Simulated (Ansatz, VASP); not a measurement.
# Ta: VASP beside Ansatz

File POSCAR:

```
Ta
1.0
   -1.6533592789      1.6533592789      1.6533592789
    1.6533592789     -1.6533592789      1.6533592789
    1.6533592789      1.6533592789     -1.6533592789
Ta
1
Direct
    0.0000000000      0.0000000000      0.0000000000
```

INCAR.step1

```
ALGO = Normal ; EDIFF = 1E-4
ENCUT = 520 ; GGA = PE
ISMEAR = 1 ; LASPH = T
LCHARG = F ; LREAL = F
LWAVE = T ; NBANDS = 12
NELM = 60 ; PREC = Accurate
SIGMA = 1.0
```

The input INCAR.step2:

```
ALGO = Normal ; EDIFF = 1E-6
ENCUT = 520 ; ISIF = 2
ISMEAR = 1 ; ISTART = 1
LASPH = T ; LCHARG = F
LMIXTAU = T ; LREAL = F
LWAVE = F ; METAGGA = R2SCAN
NBANDS = 12 ; NELM = 60
PREC = Accurate ; SIGMA = 1.0
```

KPOINTS

```
k-points
0
Gamma
  13 13 13
```

Input for Ansatz:

```yaml
crystal:
  lattice:
    - [-1.6533592789, 1.6533592789, 1.6533592789]
    - [1.6533592789, -1.6533592789, 1.6533592789]
    - [1.6533592789, 1.6533592789, -1.6533592789]
  atoms:
    - { symbol: Ta, position: [0.0, 0.0, 0.0] }
hamiltonian:
  xc: r2scan
  pseudopotentials:
    kind: paw
    azcp:
      Ta: "pseudopotentials/Ta.paw.azcp"
basis:
  ecutwfc: 500
  fft_grid_basis: typed
kpoints:
  mp_grid: { grid: [13, 13, 13], shift: [0, 0, 0] }
magnetization:
  spin_polarized: false
scf:
  occupations: { method: methfessel_paxton, width: 1.0 }
  lower_state_search: "off"
output:
  stress: true
  write_density: true
  write_potential: true
  elf: true
  volumetric_format: npy
```

Alike in both runs: task single point; functional r2SCAN; k mesh 13 × 13 × 13; occupations methfessel-paxton of order 1, width 1 eV; no spin polarisation.

|  | VASP | Ansatz |
| --- | --- | --- |
| version | VASP 6.6.1 | Ansatz 0.2.0 |
| potentials or method | VASP PAW PBE potentials, release 64 (Ta_pv), cutoff 520 eV | plane waves (500 eV) with PAW, scalar-relativistic |
| valence electrons in the cell | 11 | 13 |

```csv
,VASP,Ansatz,Ansatz less VASP
pressure (GPa),0.4,-0.3,-0.65
```

VASP's potentials were made for PBE, not for r2SCAN. The functional is the same, so the differences come from potentials, cutoffs and numerics. VASP's potentials hold 11 valence electrons a cell and Ansatz's 13, so a difference there can come from the potentials and not from the codes.

Neither program's run includes spin-orbit coupling.
